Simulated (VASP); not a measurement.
Input of a VASP 6.6.1 run:

File INCAR:

```
PREC = Accurate
ENCUT = 520
EDIFF = 1E-7
ISMEAR = 0
SIGMA = 0.1
LREAL = False
LASPH = True
NELM = 100
ALGO = Normal
ISIF = 2
LWAVE = False
LCHARG = False
LDIPOL = True
IDIPOL = 3
DIPOL = 0.5 0.5 0.422
GGA = PE
NBANDS = 28
```

KPOINTS

```
regular mesh
0
Gamma
  9 9 1
```

Contents of POSCAR:

```
Al9O
1.0
    2.8535431555      0.0000000000      0.0000000000
   -1.4267715777      2.4712408634      0.0000000000
    0.0000000000      0.0000000000     34.2605579378
Al O
9 1
Direct
    0.3333333333      0.6666666667      0.1167523310
    0.0000000000      0.0000000000      0.1852090283
    0.6666666667      0.3333333333      0.2536657256
    0.0000000000      0.0000000000      0.3221224229
    0.3333333333      0.6666666667      0.3899858424
    0.0000000000      0.0000000000      0.4578168570
    0.6666666667      0.3333333333      0.5268325032
    0.0000000000      0.0000000000      0.5950901729
    0.3333333333      0.6666666667      0.6643370484
    0.3333333333      0.8333333333      0.7108857588
```

Potentials or basis: VASP PAW PBE potentials, release 64 (Al, O).

Run with:

```bash
$ cat potpaw_PBE.64/Al/POTCAR potpaw_PBE.64/O/POTCAR > POTCAR
$ mpirun -np 1 vasp_std > vasp.out
```

**Question.** Predict the largest force.

**Answer.** 1.253 eV/Å.

**Question.** What does it give for the band gap on the k mesh?

**Answer.** Zero (an odd number of electrons rules out a gap without spin polarisation).

Forces on the atoms (eV/Å):
```
Al  -0.001  0.001 -0.052
Al   0.004 -0.001  0.035
Al  -0.001 -0.005 -0.015
Al   0.005 -0.001 -0.025
Al  -0.001  0.002  0.037
Al  -0.006  0.002  0.167
Al   0.003  0.013 -0.254
Al  -0.039  0.013  0.357
Al   0.605 -1.044 -0.339
O   -0.569  1.020  0.089
```

Caveat: an odd number of electrons without spin polarisation forces a metal; a magnetic or distorted state may lie lower.
